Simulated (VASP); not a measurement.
# SrTiO3 (Pmm2) in VASP: further runs, part 2 of 2

VASP 6.6.1.

## Step 3: Single point, PBE (mode 1 frozen in at -0.019 Å, strain +e along z and -e/2 along x and y -0.0233)

INCAR

```
  ALGO = Normal
  EDIFF = 1E-6
  ENCUT = 520
  GGA = PE
  ISIF = 2
  ISMEAR = 0
  LASPH = True
  LCHARG = False
  LREAL = False
  LWAVE = False
  NBANDS = 28
  NELM = 60
  PREC = Accurate
  SIGMA = 0.05
```

KPOINTS

```
k-points
0
Gamma
  8 8 8
```

POSCAR

```
SrTiO3
1.0
    3.9822686081      0.0000000000      0.0000000000
    0.0000000000      3.9822686081      0.0000000000
    0.0000000000      0.0000000000      3.8446910982
Sr Ti O
1 1 3
Direct
    0.0006835254      0.0000000000      0.0000000000
    0.5032269229      0.5000000000      0.5000000000
   -0.0048775414      0.5000000000      0.5000000000
    0.4957398015      0.0000000000      0.5000000000
    0.4957398015      0.5000000000      0.0000000000
```

Potentials or basis: VASP PAW PBE potentials, release 64 (Sr_sv, Ti_sv, O).

The run is started by

```sh
$ cat potpaw_PBE.64/Sr_sv/POTCAR potpaw_PBE.64/Ti_sv/POTCAR potpaw_PBE.64/O/POTCAR > POTCAR
$ mpirun -np 1 vasp_std > vasp.out
```

OUTCAR:

```text
EDIFF = 1E-6
   ENCUT = 520
   GGA = PE
   ISIF = 2
   ISMEAR = 0
   LASPH = True
   LREAL = False
   NELM = 60
   PREC = Accurate

 ion  position               nearest neighbor table
   1  0.001  0.000  0.000-   4 2.75   4 2.75   3 2.77   3 2.77   3 2.77   3 2.77   4 2.78   4 2.78
                             5 2.80   5 2.80   5 2.83   5 2.83   2 3.40   2 3.40   2 3.40   2 3.40
   2  0.503  0.500  0.500-   5 1.92   5 1.92   3 1.96   4 1.99   4 1.99   3 2.02   1 3.40   1 3.40
                             1 3.40   1 3.40   1 3.42   1 3.42   1 3.42   1 3.42
   3  0.995  0.500  0.500-   2 1.96   2 2.02   1 2.77   1 2.77   1 2.77   1 2.77
   4  0.496  0.000  0.500-   2 1.99   2 1.99   1 2.75   1 2.75   1 2.78   1 2.78
   5  0.496  0.500  0.000-   2 1.92   2 1.92   1 2.80   1 2.80   1 2.83   1 2.83

  LATTYP: Found a simple tetragonal cell.
 ALAT       =     3.9822686081
 C/A-ratio  =     0.9654524786

  Lattice vectors:

 A1 = (   3.9822686081,   0.0000000000,   0.0000000000)
 A2 = (   0.0000000000,   3.9822686081,   0.0000000000)
 A3 = (   0.0000000000,   0.0000000000,   3.8446910982)

Analysis of symmetry for initial positions (statically):
=====================================================================
 Subroutine PRICEL returns:
 Original cell was already a primitive cell.

 Routine SETGRP: Setting up the symmetry group for a
 simple tetragonal supercell.

 Subroutine GETGRP returns: Found  4 space group operations
 (whereof  4 operations were pure point group operations)
 out of a pool of 16 trial point group operations.

The static configuration has the point symmetry C_2v.

Analysis of symmetry for dynamics (positions and initial velocities):
=====================================================================
 Subroutine PRICEL returns:
 Original cell was already a primitive cell.

 Routine SETGRP: Setting up the symmetry group for a
 simple tetragonal supercell.

 Subroutine GETGRP returns: Found  4 space group operations
 (whereof  4 operations were pure point group operations)
 out of a pool of 16 trial point group operations.

The dynamic configuration has the point symmetry C_2v.

 Subroutine INISYM returns: Found  4 space group operations
 (whereof  4 operations are pure point group operations),
 and found     1 'primitive' translations

----------------------------------------------------------------------------------------

                                     Primitive cell

  volume of cell :      60.9709

  direct lattice vectors                    reciprocal lattice vectors
     3.982268608  0.000000000  0.000000000     0.251113146  0.000000000  0.000000000
     0.000000000  3.982268608  0.000000000     0.000000000  0.251113146  0.000000000
     0.000000000  0.000000000  3.844691098     0.000000000  0.000000000  0.260098919

  length of vectors
     3.982268608  3.982268608  3.844691098     0.251113146  0.251113146  0.260098919

  position of ions in fractional coordinates (direct lattice)
     0.000683525  0.000000000  0.000000000
     0.503226923  0.500000000  0.500000000
     0.995122459  0.500000000  0.500000000
     0.495739802  0.000000000  0.500000000
     0.495739802  0.500000000  0.000000000

  ion indices of the primitive-cell ions
   primitive index   ion index
                 1           1
[... 25 lines left out ...]

 Subroutine IBZKPT returns following result:
 ===========================================

 Found    125 irreducible k-points:

 Following reciprocal coordinates:
            Coordinates               Weight
  0.000000  0.000000  0.000000      1.000000
  0.125000  0.000000  0.000000      2.000000
  0.000000  0.125000  0.000000      2.000000
  0.250000  0.000000  0.000000      2.000000
  0.000000  0.250000  0.000000      2.000000
  0.375000  0.000000  0.000000      2.000000
[... 16 lines left out ...]
  0.500000  0.375000  0.000000      2.000000
 -0.375000  0.500000  0.000000      2.000000
 [... further k-points ...]
   k-points           NKPTS =    125   k-points in BZ     NKDIM =    125   number of bands    NBANDS=     28
   number of dos      NEDOS =    301   number of ions     NIONS =      5
   total plane-waves  NPLWV =  27000
   dimension x,y,z NGX =    30 NGY =   30 NGZ =   30
   dimension x,y,z NGXF=    60 NGYF=   60 NGZF=   60
   ions per type =               1   1   3
   NGX,Y,Z   is equivalent  to a cutoff of  12.52, 12.52, 12.97 a.u.
   NGXF,Y,Z  is equivalent  to a cutoff of  25.05, 25.05, 25.94 a.u.
 SYSTEM =  unknown system
   PREC   = accura    normal or accurate (medium, high low for compatibility)
   ISTART =      0    job   : 0-new  1-cont  2-samecut
   ICHARG =      2    charge: 1-file 2-atom 10-const
   ISPIN  =      1    spin polarized calculation?
   LNONCOLLINEAR =      F non collinear calculations
   LSORBIT =      F    spin-orbit coupling
   LASPH  =      T    aspherical Exc in radial PAW
   ENCUT  =  520.0 eV  38.22 Ry    6.18 a.u.   7.40  7.40  7.15*2*pi/ulx,y,z
   NELM   =     60;   NELMIN=  2; NELMDL= -5     # of ELM steps
   EDIFF  = 0.1E-05   stopping-criterion for ELM
   LREAL  =      F    real-space projection
   EDIFFG = 0.1E-04   stopping-criterion for IOM
   NSW    =      0    number of steps for IOM
   IBRION =     -1    ionic relax: 0-MD 1-quasi-New 2-CG
   NFREE  =      0    steps in history (QN), initial steepest desc. (CG)
   ISIF   =      2    stress and relaxation
   ISYM   =      2    0-nonsym 1-usesym 2-fastsym
   POTIM  = 0.5000    time-step for ionic-motion
   TEBEG  =    0.0;   TEEND  =   0.0 temperature during run
   PSTRESS=    0.0 pullay stress
   NELECT =      40.0000    total number of electrons
   NUPDOWN=      -1.0000    fix difference up-down
   EMIN   =  10.00;   EMAX   =-10.00  energy-range for DOS
   EFERMI =   0.00;   METHOD = LEGACY
   ISMEAR =     0;   SIGMA  =   0.05  broadening in eV -4-tet -1-fermi 0-gaus
   EFERMI_NEDOS =   21; number of points for ismear=-14 and -15
   IALGO  =     38    algorithm
   IMIX   =      4    mixing-type and parameters
     AMIX     =   0.40;   BMIX     =  1.00
     AMIX_MAG =   1.60;   BMIX_MAG =  1.00
  volume/ion in A,a.u.               =      12.19        82.29
  Fermi-wavevector in a.u.,A,eV,Ry     =   1.422506  2.688146 27.531690  2.023522
  Thomas-Fermi vector in A             =   2.543202
   LORBIT       =      0    0 simple, 1 ext, 2 COOP (PROOUT), +10 PAW based schemes
   GGA     = PE    functional components
   LHFCALC =     F    Hartree Fock is set to
   AEXX    =    0.0000 exact exchange contribution
   IVDW    =     0    specifies the selected vdW correction
   LEPSILON=     F    determine dielectric tensor
   LRPA    =     F    only Hartree local field effects (RPA)
 non-spin polarized calculation
 Gauss-broadening in eV      SIGMA  =   0.05
  energy-cutoff  :      520.00
  volume of cell :       60.97
 maximum number of plane-waves:      1679
 NGX is ok and might be reduce to    30
   NGX = 15   NGY = 15   NGZ = 15

 number of electron      39.9999999 magnetization

 Free energy of the ion-electron system (eV)
  ---------------------------------------------------
  ext. energy  EPLUGINS =         0.00000000
  ---------------------------------------------------
  free energy    TOTEN  =       -40.06879217 eV

  energy without entropy =      -40.06879217  energy(sigma->0) =      -40.06879217

 E-fermi :   4.2760     XC(G=0): -11.1457

 val. band max:        3.9923094660   @ k =   0.5000   0.5000   0.5000
 cond. band min:       5.7702322177   @ k =   0.0000   0.0000   0.0000
 fundamental gap:      1.7779227517
 Fermi energy:         4.2760171679

 k-point     1 :       0.0000    0.0000    0.0000
  band No.  band energies     occupation
      1     -52.5783      2.00000
      2     -28.8894      2.00000
      3     -28.8291      2.00000
      4     -28.8053      2.00000
      5     -28.8028      2.00000
      6     -13.3955      2.00000
[... 733 lines left out ...]
     27      11.8031      0.00000
     28      13.2679      0.00000

 [... further k-points ...]
[... 5 lines left out ...]
  --------------------------------------------------------------------------------------
  -------------------------------------------------------------------------------------
  Total       -0.5553245     -0.6138122      2.4943759      0.0000000      0.0000000      0.0000000
  in kB      -14.5926723    -16.1295985     65.5465631      0.0000000      0.0000000      0.0000000
  external PRESSURE =      11.6080974 kB  Pullay stress =       0.0000000 kB

 VOLUME and BASIS-vectors are now :
 -----------------------------------------------------------------------------
  energy-cutoff  :      520.00
  volume of cell :       60.97
      direct lattice vectors                 reciprocal lattice vectors
     3.982268608  0.000000000  0.000000000     0.251113146  0.000000000  0.000000000
     0.000000000  3.982268608  0.000000000     0.000000000  0.251113146  0.000000000
     0.000000000  0.000000000  3.844691098     0.000000000  0.000000000  0.260098919

 POSITION                                       TOTAL-FORCE (eV/Angst)
 -----------------------------------------------------------------------------------
      0.00272      0.00000      0.00000         0.018389      0.000000      0.000000
      2.00398      1.99113      1.92235         0.072732      0.000000      0.000000
      3.96284      1.99113      1.92235        -0.043870      0.000000      0.000000
      1.97417      0.00000      1.92235        -0.004742      0.000000      0.000000
      1.97417      1.99113      0.00000        -0.042509      0.000000      0.000000
 -----------------------------------------------------------------------------------
    total drift:                               -0.000438     -0.000000     -0.000001

  FREE ENERGIE OF THE ION-ELECTRON SYSTEM (eV)
  ---------------------------------------------------
  free  energy   TOTEN  =       -40.0687921711 eV

  energy  without entropy=      -40.0687921711  energy(sigma->0) =      -40.06879217
```

OSZICAR:

```text
N       E                     dE             d eps       ncg     rms          rms(c)
DAV:   1     0.430906944544E+03    0.43091E+03   -0.21356E+04  7000   0.159E+03
DAV:   2    -0.387555650905E+01   -0.43478E+03   -0.41550E+03  7928   0.438E+02
DAV:   3    -0.483282661761E+02   -0.44453E+02   -0.44100E+02  9676   0.135E+02
DAV:   4    -0.503935831423E+02   -0.20653E+01   -0.20609E+01 10756   0.251E+01
DAV:   5    -0.504477753288E+02   -0.54192E-01   -0.54180E-01  9684   0.330E+00    0.259E+01
DAV:   6    -0.401464089904E+02    0.10301E+02   -0.53445E+01  9928   0.639E+01    0.141E+01
DAV:   7    -0.401682883978E+02   -0.21879E-01   -0.84048E+00  9216   0.218E+01    0.106E+01
DAV:   8    -0.401035558227E+02    0.64733E-01   -0.12832E+00  8600   0.116E+01    0.320E+00
DAV:   9    -0.400841020924E+02    0.19454E-01   -0.27814E-01  9132   0.423E+00    0.128E+00
DAV:  10    -0.400725407535E+02    0.11561E-01   -0.88774E-02  9052   0.228E+00    0.613E-01
DAV:  11    -0.400689118902E+02    0.36289E-02   -0.16713E-02 11168   0.129E+00    0.171E-01
DAV:  12    -0.400688518363E+02    0.60054E-04   -0.12038E-03  8276   0.333E-01    0.138E-01
DAV:  13    -0.400688259354E+02    0.25901E-04   -0.18054E-04 11456   0.130E-01    0.726E-02
DAV:  14    -0.400687895820E+02    0.36353E-04   -0.35204E-04  8384   0.153E-01    0.246E-02
DAV:  15    -0.400687930670E+02   -0.34851E-05   -0.33018E-05  9448   0.475E-02    0.162E-02
DAV:  16    -0.400687921711E+02    0.89594E-06   -0.62770E-06  8428   0.256E-02
   1 F= -.40068792E+02 E0= -.40068792E+02  d E =-.753757E-18
```

stdout:

```text
POSCAR found type information on POSCAR SrTiO
 POSCAR found :  3 types and       5 ions
 scaLAPACK will be used
 LDA part: xc-table for (Slater+PW92), standard interpolation
 POSCAR, INCAR and KPOINTS ok, starting setup
 FFT: planning ... GRIDC
 FFT: planning ... GRID_SOFT
 FFT: planning ... GRID
 WAVECAR not read
 entering main loop
```

Wall time 2.5 min (1 thread of Intel Xeon Platinum 8488C (Sapphire Rapids), shared host); peak memory 0.32 GiB.

What came out:

| Property | Result |
| --- | --- |
| Free energy | -40.0688 eV |
| Pressure | 1.2 GPa |
| Largest force | 0.073 eV/Å |
| Band gap on the k mesh | 1.78 eV, indirect (least direct gap 2.16 eV) |

Forces in eV/Å, atoms in the order of the input:
```
Sr   0.018  0.000  0.000
Ti   0.073  0.000  0.000
O   -0.044  0.000  0.000
O   -0.005  0.000  0.000
O   -0.043  0.000  0.000
```

Levels at points of the mesh, in eV from the valence-band top:
```tsv
k point	band 17	band 18	band 19	band 20	band 21	band 22	band 23	band 24
(0.00, 0.00, 0.00)	-1.07	-0.41	-0.41	-0.38	1.78	1.82	1.84	4.00
(0.50, 0.00, 0.00)	-2.16	-1.93	-0.74	-0.73	1.97	3.54	3.56	4.19
(0.00, 0.50, 0.00)	-2.15	-1.93	-0.76	-0.74	1.98	3.54	3.55	4.20
(0.50, 0.50, 0.00)	-1.73	-1.70	-1.70	-0.19	3.55	3.56	3.97	5.32
(0.00, 0.00, 0.50)	-2.38	-1.94	-0.80	-0.79	1.96	3.86	3.87	4.01
(0.50, 0.00, 0.50)	-1.76	-1.50	-1.50	-0.10	3.55	3.87	4.18	4.95
(0.00, 0.50, 0.50)	-1.76	-1.51	-1.51	-0.09	3.55	3.87	4.18	4.94
(0.50, 0.50, 0.50)	-3.50	-0.07	-0.01	0.00	4.18	4.38	4.38	6.73
```

Caveat: the cell differs from its parent crystal (mode 1 frozen in at -0.019 Å, strain +e along z and -e/2 along x and y -0.0233). A k mesh can miss the band edges.
